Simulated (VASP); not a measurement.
# BAs in VASP: further runs

BAs is run at these levels: PBEsol; tasks: single point.

Program: VASP 6.6.1. These are calculated values, not measurements. Logs are shortened: lines on timing, memory, paths and dates and some standing lists are left out, and cuts for length are marked.

### 1 The cell of the first run

The cell holds a slab with vacuum, 14 atoms: a = 3.371 Å, b = 4.768 Å, c = 25.114 Å, α = 90.00°, β = 90.00°, γ = 90.00°.

### 2 Single point, PBEsol

INCAR reads:

```
SYSTEM = BAs
  ALGO = Normal
  DIPOL = 0.5 0.5 0.500
  EDIFF = 1E-7
  ENCUT = 520
  GGA = PS
  IDIPOL = 3
  ISIF = 2
  ISMEAR = 0
  LASPH = .True.
  LCHARG = .False.
  LDIPOL = .True.
  LREAL = .False.
  LWAVE = .False.
  NBANDS = 41
  NELM = 80
  PREC = Accurate
  SIGMA = 0.05
```

KPOINTS reads:

```
k-points
0
Gamma
  8 6 1
  0 0 0
```

POSCAR reads:

```
BAs
1.0
    3.3713973117      0.0000000000      0.0000000000
    0.0000000000      4.7678758024      0.0000000000
    0.0000000000      0.0000000000     25.1141919351
B As
7 7
Direct
    0.5000000000      0.5000000000      0.2986359274
    0.0000000000      0.0000000000      0.3657572849
    0.5000000000      0.5000000000      0.4328786425
    0.0000000000      0.0000000000      0.5000000000
    0.5000000000      0.5000000000      0.5671213575
    0.0000000000      0.0000000000      0.6342427151
    0.5000000000      0.5000000000      0.7013640726
    0.0000000000      0.2500000000      0.2986359274
    0.5000000000      0.7500000000      0.3657572849
    0.0000000000      0.2500000000      0.4328786425
    0.5000000000      0.7500000000      0.5000000000
    0.0000000000      0.2500000000      0.5671213575
    0.5000000000      0.7500000000      0.6342427151
    0.0000000000      0.2500000000      0.7013640726
```

Potentials or basis: VASP PAW PBE potentials, release 64 (B, As).

Command:

```console
$ cat potpaw_PBE.64/B/POTCAR potpaw_PBE.64/As/POTCAR > POTCAR
$ mpirun -np 1 vasp_std > vasp.out
```

OUTCAR:

```text
SYSTEM = BAs
   EDIFF = 1E-7
   ENCUT = 520
   GGA = PS
   ISIF = 2
   ISMEAR = 0
   LASPH = .True.
   LREAL = .False.
   NELM = 80
   PREC = Accurate

 ion  position               nearest neighbor table
   1  0.500  0.500  0.299-   9 2.06   8 2.06   8 2.06
   2  0.000  0.000  0.366-   8 2.06   9 2.06   9 2.06  10 2.06
   3  0.500  0.500  0.433-  11 2.06  10 2.06  10 2.06   9 2.06
   4  0.000  0.000  0.500-  10 2.06  12 2.06  11 2.06  11 2.06
   5  0.500  0.500  0.567-  11 2.06  12 2.06  12 2.06  13 2.06
   6  0.000  0.000  0.634-  14 2.06  13 2.06  13 2.06  12 2.06
   7  0.500  0.500  0.701-  13 2.06  14 2.06  14 2.06
   8  0.000  0.250  0.299-   2 2.06   1 2.06   1 2.06
   9  0.500  0.750  0.366-   1 2.06   2 2.06   2 2.06   3 2.06
  10  0.000  0.250  0.433-   4 2.06   3 2.06   3 2.06   2 2.06
  11  0.500  0.750  0.500-   3 2.06   5 2.06   4 2.06   4 2.06
  12  0.000  0.250  0.567-   4 2.06   5 2.06   5 2.06   6 2.06
  13  0.500  0.750  0.634-   7 2.06   6 2.06   6 2.06   5 2.06
  14  0.000  0.250  0.701-   6 2.06   7 2.06   7 2.06

  LATTYP: Found a simple orthorhombic cell.
 ALAT       =     3.3713973117
 B/A-ratio  =     1.4142135624
 C/A-ratio  =     7.4491937951

  Lattice vectors:

 A1 = (   3.3713973117,   0.0000000000,   0.0000000000)
 A2 = (   0.0000000000,   4.7678758024,   0.0000000000)
 A3 = (   0.0000000000,   0.0000000000,  25.1141919351)

Analysis of symmetry for initial positions (statically):
=====================================================================
 Subroutine PRICEL returns:
 Original cell was already a primitive cell.

 Routine SETGRP: Setting up the symmetry group for a
 simple orthorhombic supercell.

 Subroutine GETGRP returns: Found  4 space group operations
 (whereof  4 operations were pure point group operations)
 out of a pool of  8 trial point group operations.

The static configuration has the point symmetry C_2v.

Analysis of symmetry for dynamics (positions and initial velocities):
=====================================================================
 Subroutine PRICEL returns:
 Original cell was already a primitive cell.

 Routine SETGRP: Setting up the symmetry group for a
 simple orthorhombic supercell.

 Subroutine GETGRP returns: Found  4 space group operations
 (whereof  4 operations were pure point group operations)
 out of a pool of  8 trial point group operations.

The dynamic configuration has the point symmetry C_2v.

 Subroutine INISYM returns: Found  4 space group operations
 (whereof  4 operations are pure point group operations),
 and found     1 'primitive' translations

----------------------------------------------------------------------------------------

                                     Primitive cell

  volume of cell :     403.6957

  direct lattice vectors                    reciprocal lattice vectors
     3.371397312  0.000000000  0.000000000     0.296612920  0.000000000  0.000000000
     0.000000000  4.767875802  0.000000000     0.000000000  0.209737007  0.000000000
     0.000000000  0.000000000 25.114191935     0.000000000  0.000000000  0.039818124

  length of vectors
     3.371397312  4.767875802 25.114191935     0.296612920  0.209737007  0.039818124

  position of ions in fractional coordinates (direct lattice)
     0.500000000  0.500000000  0.298635927
     0.000000000  0.000000000  0.365757285
     0.500000000  0.500000000  0.432878643
     0.000000000  0.000000000  0.500000000
     0.500000000  0.500000000  0.567121357
     0.000000000  0.000000000  0.634242715
     0.500000000  0.500000000  0.701364073
     0.000000000  0.250000000  0.298635927
     0.500000000  0.750000000  0.365757285
     0.000000000  0.250000000  0.432878643
     0.500000000  0.750000000  0.500000000
     0.000000000  0.250000000  0.567121357
     0.500000000  0.750000000  0.634242715
     0.000000000  0.250000000  0.701364073

  ion indices of the primitive-cell ions
   primitive index   ion index
                 1           1
                 2           2
                 3           3
                 4           4
                 5           5
                 6           6
                 7           7
                 8           8
                 9           9
                10          10
                11          11
                12          12
                13          13
                14          14

----------------------------------------------------------------------------------------

 KPOINTS: k-points

Automatic generation of k-mesh.
 Grid dimensions read from file:
 generate k-points for:    8    6    1

 Generating k-lattice:

  Cartesian coordinates                     Fractional coordinates (reciprocal lattice)
     0.037076615  0.000000000  0.000000000     0.125000000  0.000000000  0.000000000
     0.000000000  0.034956168  0.000000000     0.000000000  0.166666667  0.000000000
     0.000000000  0.000000000  0.039818124     0.000000000  0.000000000  1.000000000

  Length of vectors
     0.037076615  0.034956168  0.039818124

  Shift w.r.t. Gamma in fractional coordinates (k-lattice)
     0.000000000  0.000000000  0.000000000

 Subroutine IBZKPT returns following result:
 ===========================================

 Found     20 irreducible k-points:

 Following reciprocal coordinates:
            Coordinates               Weight
  0.000000  0.000000  0.000000      1.000000
  0.125000  0.000000  0.000000      2.000000
  0.250000  0.000000  0.000000      2.000000
  0.375000  0.000000  0.000000      2.000000
  0.500000  0.000000  0.000000      1.000000
  0.000000  0.166667  0.000000      2.000000
[... 12 lines left out ...]
  0.375000  0.500000  0.000000      2.000000
  0.500000  0.500000  0.000000      1.000000
   k-points           NKPTS =     20   k-points in BZ     NKDIM =     20   number of bands    NBANDS=     41
   number of dos      NEDOS =    301   number of ions     NIONS =     14
   total plane-waves  NPLWV = 193536
   dimension x,y,z NGX =    28 NGY =   36 NGZ =  192
   dimension x,y,z NGXF=    56 NGYF=   72 NGZF=  384
   ions per type =               7   7
   NGX,Y,Z   is equivalent  to a cutoff of  13.81, 12.55, 12.71 a.u.
   NGXF,Y,Z  is equivalent  to a cutoff of  27.61, 25.10, 25.42 a.u.
 SYSTEM =  BAs
   PREC   = accura    normal or accurate (medium, high low for compatibility)
   ISTART =      0    job   : 0-new  1-cont  2-samecut
   ICHARG =      2    charge: 1-file 2-atom 10-const
   ISPIN  =      1    spin polarized calculation?
   LNONCOLLINEAR =      F non collinear calculations
   LSORBIT =      F    spin-orbit coupling
   LASPH  =      T    aspherical Exc in radial PAW
   ENCUT  =  520.0 eV  38.22 Ry    6.18 a.u.   6.27  8.87 46.70*2*pi/ulx,y,z
   NELM   =     80;   NELMIN=  2; NELMDL= -5     # of ELM steps
   EDIFF  = 0.1E-06   stopping-criterion for ELM
   LREAL  =      F    real-space projection
   EDIFFG = 0.1E-05   stopping-criterion for IOM
   NSW    =      0    number of steps for IOM
   IBRION =     -1    ionic relax: 0-MD 1-quasi-New 2-CG
   NFREE  =      0    steps in history (QN), initial steepest desc. (CG)
   ISIF   =      2    stress and relaxation
   ISYM   =      2    0-nonsym 1-usesym 2-fastsym
   POTIM  = 0.5000    time-step for ionic-motion
   TEBEG  =    0.0;   TEEND  =   0.0 temperature during run
   PSTRESS=    0.0 pullay stress
   NELECT =      56.0000    total number of electrons
   NUPDOWN=      -1.0000    fix difference up-down
   EMIN   =  10.00;   EMAX   =-10.00  energy-range for DOS
   EFERMI =   0.00;   METHOD = LEGACY
   ISMEAR =     0;   SIGMA  =   0.05  broadening in eV -4-tet -1-fermi 0-gaus
   EFERMI_NEDOS =   21; number of points for ismear=-14 and -15
   IALGO  =     38    algorithm
   IMIX   =      4    mixing-type and parameters
     AMIX     =   0.40;   BMIX     =  1.00
     AMIX_MAG =   1.60;   BMIX_MAG =  1.00
  volume/ion in A,a.u.               =      28.84       194.59
  Fermi-wavevector in a.u.,A,eV,Ry     =   0.847461  1.601468  9.771559  0.718189
  Thomas-Fermi vector in A             =   1.962970
   LORBIT       =      0    0 simple, 1 ext, 2 COOP (PROOUT), +10 PAW based schemes
   GGA     = PS    functional components
   LHFCALC =     F    Hartree Fock is set to
   AEXX    =    0.0000 exact exchange contribution
   IVDW    =     0    specifies the selected vdW correction
   LEPSILON=     F    determine dielectric tensor
   LRPA    =     F    only Hartree local field effects (RPA)
 non-spin polarized calculation
 Gauss-broadening in eV      SIGMA  =   0.05
  energy-cutoff  :      520.00
  volume of cell :      403.70
 maximum number of plane-waves:     10914
 NGX is ok and might be reduce to    28
   NGX = 13   NGY = 17   NGZ = 93

 number of electron      56.0000002 magnetization

 dipolmoment           0.000000      0.000000     -0.000000 electrons x Angstroem

 Free energy of the ion-electron system (eV)
  ---------------------------------------------------
  ext. energy  EPLUGINS =         0.00000000
  ---------------------------------------------------
  free energy    TOTEN  =       -80.40074503 eV

  energy without entropy =      -80.39816923  energy(sigma->0) =      -80.39945713

 E-fermi :   0.0675     XC(G=0):  -5.7632

 val. band max:        0.0463095362   @ k =   0.0000   0.1667   0.0000
 cond. band min:       0.0928270469   @ k =   0.5000   0.1667   0.0000
 fundamental gap:      0.0465175107
 Fermi energy:         0.0674532171

 k-point     1 :       0.0000    0.0000    0.0000
  band No.  band energies     occupation
      1     -15.2313      2.00000
      2     -14.5225      2.00000
      3     -13.5688      2.00000
      4     -12.4218      2.00000
      5     -11.4656      2.00000
      6     -10.9962      2.00000
[... 32 lines left out ...]
     39       4.2638      0.00000
     40       4.3090      0.00000

 k-point     2 :       0.1250    0.0000    0.0000
  band No.  band energies     occupation
      1     -15.0595      2.00000
      2     -14.3522      2.00000
      3     -13.4019      2.00000
      4     -12.2633      2.00000
      5     -11.3535      2.00000
      6     -10.9241      2.00000
[... 32 lines left out ...]
     39       4.6777      0.00000
     40       4.9503      0.00000

 k-point     3 :       0.2500    0.0000    0.0000
  band No.  band energies     occupation
      1     -14.5519      2.00000
      2     -13.8500      2.00000
      3     -12.9135      2.00000
      4     -11.8159      2.00000
      5     -11.2145      2.00000
      6     -10.7410      2.00000
[... 680 lines left out ...]
 k-point    19 :       0.3750    0.5000    0.0000
  band No.  band energies     occupation
      1     -12.7494      2.00000
      2     -12.6562      2.00000
      3     -12.1527      2.00000
      4     -12.0373      2.00000
      5     -11.6282      2.00000
      6     -10.9383      2.00000
[... 32 lines left out ...]
     39       5.2291      0.00000
     40       5.4436      0.00000

 k-point    20 :       0.5000    0.5000    0.0000
  band No.  band energies     occupation
      1     -12.4062      2.00000
      2     -12.3043      2.00000
      3     -11.8151      2.00000
      4     -11.6883      2.00000
      5     -11.2990      2.00000
      6     -10.5533      2.00000
[... 32 lines left out ...]
     39       5.1801      0.00000
     40       5.2988      0.00000
 [bands above 40 left out]

------------------------ aborting loop because EDIFF is reached ----------------------------------------

 vacuum level on the upper side and lower side of the slab       (xc-potential included)        -0.079        -0.079

  FORCE on cell =-STRESS in cart. coord.  units (eV):
  Direction    XX          YY          ZZ          XY          YZ          ZX
  --------------------------------------------------------------------------------------
  -------------------------------------------------------------------------------------
  Total       -2.0739982     -1.9412609     -0.7743905      0.0000000      0.0000000      0.0000000
  in kB       -8.2312329     -7.7044283     -3.0733819      0.0000000      0.0000000      0.0000000
  external PRESSURE =      -6.3363477 kB  Pullay stress =       0.0000000 kB

 VOLUME and BASIS-vectors are now :
 -----------------------------------------------------------------------------
  energy-cutoff  :      520.00
  volume of cell :      403.70
      direct lattice vectors                 reciprocal lattice vectors
     3.371397312  0.000000000  0.000000000     0.296612920  0.000000000  0.000000000
     0.000000000  4.767875802  0.000000000     0.000000000  0.209737007  0.000000000
     0.000000000  0.000000000 25.114191935     0.000000000  0.000000000  0.039818124

 POSITION                                       TOTAL-FORCE (eV/Angst)
 -----------------------------------------------------------------------------------
      1.68570      2.38394      7.50000         0.000000     -1.396330      2.139336
      0.00000      0.00000      9.18570        -0.000000      0.087014      0.507806
      1.68570      2.38394     10.87140         0.000000     -0.328646      0.095149
      0.00000      0.00000     12.55710         0.000000      0.055776      0.000000
      1.68570      2.38394     14.24279         0.000000     -0.328646     -0.095149
      0.00000      0.00000     15.92849        -0.000000      0.087014     -0.507806
      1.68570      2.38394     17.61419         0.000000     -1.396330     -2.139336
      0.00000      1.19197      7.50000         0.000000      0.711369     -1.657617
      1.68570      3.57591      9.18570         0.000000      0.777979     -1.112872
      0.00000      1.19197     10.87140         0.000000     -0.001773     -0.111844
      1.68570      3.57591     12.55710         0.000000      0.244998      0.000000
      0.00000      1.19197     14.24279         0.000000     -0.001773      0.111844
      1.68570      3.57591     15.92849         0.000000      0.777979      1.112872
      0.00000      1.19197     17.61419         0.000000      0.711369      1.657617
 -----------------------------------------------------------------------------------
    total drift:                                0.000000      0.000091      0.000000

  FREE ENERGIE OF THE ION-ELECTRON SYSTEM (eV)
  ---------------------------------------------------
  free  energy   TOTEN  =       -80.4007450299 eV

  energy  without entropy=      -80.3981692303  energy(sigma->0) =      -80.39945713

 vacuum level on the upper side and lower side of the slab         5.186         5.186
```

Wall time 7.7 min (1 thread of Intel Xeon 6975P-C (Granite Rapids), shared host); peak memory 0.57 GiB.

Results:

```yaml
Free_energy: -80.4007 eV
Largest_force: 2.555 eV/Å
Band_gap_on_the_k_mesh: zero (bands 28 and 29 overlap by 0.23 eV)
```

Forces on the atoms (eV/Å):
```
B    0.000 -1.396  2.139
B    0.000  0.087  0.508
B    0.000 -0.329  0.095
B    0.000  0.056  0.000
B    0.000 -0.329 -0.095
B    0.000  0.087 -0.508
B    0.000 -1.396 -2.139
As   0.000  0.711 -1.658
As   0.000  0.778 -1.113
As   0.000 -0.002 -0.112
As   0.000  0.245  0.000
As   0.000 -0.002  0.112
As   0.000  0.778  1.113
As   0.000  0.711  1.658
```

Levels at points of the mesh, in eV from the Fermi level:
```csv
k point,band 26,band 27,band 28,band 29,band 30,band 31
"(0.00, 0.00, 0.00)",-0.27,-0.06,0.16,0.81,1.51,1.54
"(0.50, 0.00, 0.00)",-2.78,-0.81,-0.48,-0.07,0.18,1.75
"(0.00, 0.50, 0.00)",-1.44,-0.54,-0.30,0.12,0.26,2.28
"(0.50, 0.50, 0.00)",-2.20,-0.63,-0.19,0.04,0.37,3.38
```

Caveat: the PAW data sets were made with another functional, which shifts forces and pressure a little.

(Continued in part 2 of 2.)

The gap in the log of VASP goes by the Fermi energy; the results here count the filled bands.